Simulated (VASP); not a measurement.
# Ni (P6_3/mmc) in VASP: notebook

Runs on Ni. Level: BLYP. Tasks: single point.

Everything below comes from runs of VASP 6.6.1. Logs are shortened: lines on timing, memory, paths and dates and some standing lists are left out, and cuts for length are marked.

### Step 1. The cell of the first run

The structure is hexagonal, space group P6_3/mmc (No. 194). Conventional cell: a = 2.594 Å, b = 2.594 Å, c = 8.499 Å, α = 90.00°, β = 90.00°, γ = 120.00°. Within 3.4 Å of Ni (site symmetry -3m) lie 12 Ni at 2.59 to 2.60 Å. Within 3.4 Å of Ni (site symmetry -6m2) lie 12 Ni at 2.59 to 2.60 Å.

### Step 2. Single point, BLYP, collinear spin, ferromagnetic start (volume scaled by 1.08)

INCAR

```
PREC = Accurate
ENCUT = 520
EDIFF = 1E-7
ISMEAR = -1
SIGMA = 0.05
LREAL = F
LASPH = T
NELM = 150
ALGO = Normal
ISIF = 2
LWAVE = F
LCHARG = T
ISPIN = 2
MAGMOM = 0.667 0.667 0.676 0.676
LORBIT = 11
LMAXMIX = 4
GGA = B5
ALDAX = 1.0
AGGAX = 1.0
AGGAC = 1.0
ALDAC = 0.0
LELF = T
LVHAR = T
NBANDS = 32
```

KPOINTS

```
Automatic mesh
0
Gamma
  16 16 5
```

POSCAR

```
Ni
1.0
    2.5937857173      0.0000000000      0.0000000000
   -1.2968928587      2.2462843232      0.0000000000
    0.0000000000      0.0000000000      8.4992252401
Ni
4
Direct
    0.0000000000      0.0000000000      1.0000000000
    0.0000000000      0.0000000000      0.5000000000
    0.3333333333      0.6666666667      0.2500000000
    0.6666666667      0.3333333333      0.7500000000
```

Potentials or basis: VASP PAW PBE potentials, release 64 (Ni).

On the command line:

```console
cat potpaw_PBE.64/Ni/POTCAR > POTCAR
mpirun -np 1 vasp_std > vasp.out
```

OUTCAR:

```text
PREC = Accurate
   ENCUT = 520
   EDIFF = 1E-7
   ISMEAR = -1
   LREAL = F
   LASPH = T
   NELM = 150
   ISIF = 2
   ISPIN = 2
   LORBIT = 11
   GGA = B5

 ion  position               nearest neighbor table
   1  0.000  0.000  0.000-   3 2.60   4 2.60   4 2.60   3 2.60   4 2.60   3 2.60
   2  0.000  0.000  0.500-   3 2.60   4 2.60   4 2.60   3 2.60   4 2.60   3 2.60
   3  0.333  0.667  0.250-   1 2.60   2 2.60   1 2.60   2 2.60   1 2.60   2 2.60
   4  0.667  0.333  0.750-   1 2.60   2 2.60   1 2.60   2 2.60   1 2.60   2 2.60

  LATTYP: Found a hexagonal cell.
 ALAT       =     2.5937857173
 C/A-ratio  =     3.2767646084

  Lattice vectors:

 A1 = (   2.5937857173,   0.0000000000,   0.0000000000)
 A2 = (  -1.2968928587,   2.2462843232,   0.0000000000)
 A3 = (   0.0000000000,   0.0000000000,   8.4992252401)

Analysis of symmetry for initial positions (statically):
=====================================================================
 Subroutine PRICEL returns:
 Original cell was already a primitive cell.

 Routine SETGRP: Setting up the symmetry group for a
 hexagonal supercell.

 Subroutine GETGRP returns: Found 24 space group operations
 (whereof 12 operations were pure point group operations)
 out of a pool of 24 trial point group operations.

The static configuration has the point symmetry D_3d.
 The point group associated with its full space group is D_6h.

Analysis of symmetry for dynamics (positions and initial velocities):
=====================================================================
 Subroutine PRICEL returns:
 Original cell was already a primitive cell.

 Routine SETGRP: Setting up the symmetry group for a
 hexagonal supercell.

 Subroutine GETGRP returns: Found 24 space group operations
 (whereof 12 operations were pure point group operations)
 out of a pool of 24 trial point group operations.

The dynamic configuration has the point symmetry D_3d.
 The point group associated with its full space group is D_6h.

Analysis of structural, dynamic, and magnetic symmetry:
=====================================================================
 Subroutine PRICEL returns:
 Original cell was already a primitive cell.

 Routine SETGRP: Setting up the symmetry group for a
 hexagonal supercell.

 Subroutine GETGRP returns: Found 24 space group operations
 (whereof 12 operations were pure point group operations)
 out of a pool of 24 trial point group operations.

The overall configuration has the point symmetry D_3d.
 The point group associated with its full space group is D_6h.

[... 123 lines left out ...]
  volume/ion in A,a.u.               =      12.38        83.54
  Fermi-wavevector in a.u.,A,eV,Ry     =   1.524645  2.881162 31.627325  2.324543
  Thomas-Fermi vector in A             =   2.632924
   LORBIT       =     11    0 simple, 1 ext, 2 COOP (PROOUT), +10 PAW based schemes
   GGA     = B5    functional components
   LHFCALC =     F    Hartree Fock is set to
   AEXX    =    0.0000 exact exchange contribution
   IVDW    =     0    specifies the selected vdW correction
   LEPSILON=     F    determine dielectric tensor
   LRPA    =     F    only Hartree local field effects (RPA)
 spin polarized calculation
  energy-cutoff  :      520.00
  volume of cell :       49.52
 maximum number of plane-waves:      1354
 NGX is ok and might be reduce to    20
   NGX =  9   NGY =  9   NGZ = 31

 number of electron      39.9999976 magnetization       2.4930087

 Free energy of the ion-electron system (eV)
  ---------------------------------------------------
  ext. energy  EPLUGINS =         0.00000000
  ---------------------------------------------------
  free energy    TOTEN  =       -18.28521263 eV

  energy without entropy =      -18.21374734  energy(sigma->0) =      -18.24947998

 E-fermi :   8.1138     XC(G=0): -11.9298

 val. band max:        8.1121242211   @ k =   0.3125   0.3125   0.4000
 cond. band min:       8.1179826040   @ k =   0.5000  -0.0000   0.2000
 fundamental gap:      0.0058583829
 Fermi energy:         8.1138188102

 spin component 1

 k-point     1 :       0.0000    0.0000    0.0000
  band No.  band energies     occupation
      1       0.0966      1.00000
      2       2.1329      1.00000
      3       2.1364      1.00000
      4       3.9609      1.00000
      5       5.7295      1.00000
      6       5.7998      1.00000
[... 829 lines left out ...]
     31      20.1657      0.00000
     32      23.7762      0.00000

 [... further k-points ...]

 spin component 2

 k-point     1 :       0.0000    0.0000    0.0000
  band No.  band energies     occupation
      1       0.0828      1.00000
      2       2.1469      1.00000
      3       2.1483      1.00000
      4       4.3903      1.00000
      5       6.4015      1.00000
      6       6.4065      1.00000
[... 829 lines left out ...]
     31      20.2959      0.00000
     32      23.8542      0.00000

 [... further k-points ...]
[... 5 lines left out ...]
  --------------------------------------------------------------------------------------
  -------------------------------------------------------------------------------------
  Total       -3.2759188     -3.2759188     -3.1775961      0.0000000      0.0000000     -0.0000000
  in kB     -105.9901604   -105.9901604   -102.8089958      0.0000000      0.0000000     -0.0000000
  external PRESSURE =    -104.9297722 kB  Pullay stress =       0.0000000 kB

 VOLUME and BASIS-vectors are now :
 -----------------------------------------------------------------------------
  energy-cutoff  :      520.00
  volume of cell :       49.52
      direct lattice vectors                 reciprocal lattice vectors
     2.593785717  0.000000000  0.000000000     0.385536860  0.222589810  0.000000000
    -1.296892859  2.246284323  0.000000000     0.000000000  0.445179619  0.000000000
     0.000000000  0.000000000  8.499225240     0.000000000  0.000000000  0.117657783

 POSITION                                       TOTAL-FORCE (eV/Angst)
 -----------------------------------------------------------------------------------
      0.00000      0.00000      0.00000        -0.000000      0.000000      0.000000
      0.00000      0.00000      4.24961         0.000000      0.000000      0.000000
     -0.00000      1.49752      2.12481        -0.000000     -0.000000      0.000000
      1.29689      0.74876      6.37442         0.000000      0.000000     -0.000000
 -----------------------------------------------------------------------------------
    total drift:                                0.000000     -0.000000      0.000000

  FREE ENERGIE OF THE ION-ELECTRON SYSTEM (eV)
  ---------------------------------------------------
  free  energy   TOTEN  =       -18.2852126310 eV

  energy  without entropy=      -18.2137473352  energy(sigma->0) =      -18.24947998

 total charge

# of ion       s       p       d       tot
------------------------------------------
    1        0.451   0.381   8.328   9.160
    2        0.451   0.381   8.328   9.160
    3        0.452   0.383   8.326   9.160
    4        0.452   0.383   8.326   9.160
--------------------------------------------------
tot          1.806   1.527  33.307  36.640

 magnetization (x)

# of ion       s       p       d       tot
------------------------------------------
    1       -0.006  -0.021   0.663   0.636
    2       -0.006  -0.021   0.663   0.636
    3       -0.006  -0.021   0.675   0.648
    4       -0.006  -0.021   0.675   0.648
--------------------------------------------------
tot         -0.024  -0.085   2.677   2.567
```

OSZICAR:

```text
N       E                     dE             d eps       ncg     rms          rms(c)
DAV:   1     0.259735654329E+03    0.25974E+03   -0.17280E+04 11672   0.172E+03
DAV:   2    -0.431492830527E+01   -0.26405E+03   -0.24968E+03 11552   0.318E+02
DAV:   3    -0.214516586315E+02   -0.17137E+02   -0.16364E+02 13232   0.104E+02
[... 12 lines left out ...]
DAV:  16    -0.182852130692E+02   -0.31840E-05   -0.45617E-06 14144   0.336E-02    0.485E-03
DAV:  17    -0.182852132904E+02   -0.22119E-06   -0.81909E-07 11920   0.101E-02    0.543E-03
DAV:  18    -0.182852126028E+02    0.68752E-06   -0.73516E-07 10864   0.158E-02    0.154E-03
DAV:  19    -0.182852127283E+02   -0.12543E-06   -0.60502E-08  7128   0.349E-03    0.448E-04
DAV:  20    -0.182852126310E+02    0.97288E-07   -0.17480E-08  7088   0.114E-03
   1 F= -.18285213E+02 E0= -.18249480E+02  d E =-.714653E-01  mag=     2.4930
```

It took 5.7 min on 1 thread of Intel Xeon Platinum 8259CL at 2.50GHz (Skylake/Cascade Lake), shared host; peak memory 0.31 GiB.

What came out:

* Free energy: -18.2852 eV
* Pressure: -10.5 GPa
* Net moment: 2.49 μB per cell
* Site moments: Ni +0.64, +0.65 μB
* Valence electrons inside the program's atomic spheres: Ni 9.16

Levels at points of the mesh, in eV from the Fermi level:
Spin up:
```tsv
k point	band 19	band 20	band 21	band 22	band 23	band 24
(0.00, 0.00, 0.00)	-1.09	-0.91	-0.91	-0.64	-0.64	0.13
(0.50, 0.00, 0.00)	-0.54	-0.52	0.53	1.52	2.09	2.61
```
Spin down:
| k point | band 15 | band 16 | band 17 | band 18 | band 19 | band 20 | band 21 | band 22 |
| --- | --- | --- | --- | --- | --- | --- | --- | --- |
| (0.00, 0.00, 0.00) | -1.19 | -0.75 | -0.75 | -0.47 | -0.47 | -0.25 | -0.25 | 0.06 |
| (0.50, 0.00, 0.00) | 0.12 | 0.14 | 0.17 | 0.24 | 0.26 | 0.30 | 0.63 | 1.53 |

Caveat: the PAW data sets were made with another functional, which shifts forces and pressure a little.

[end of part 1 of 2]
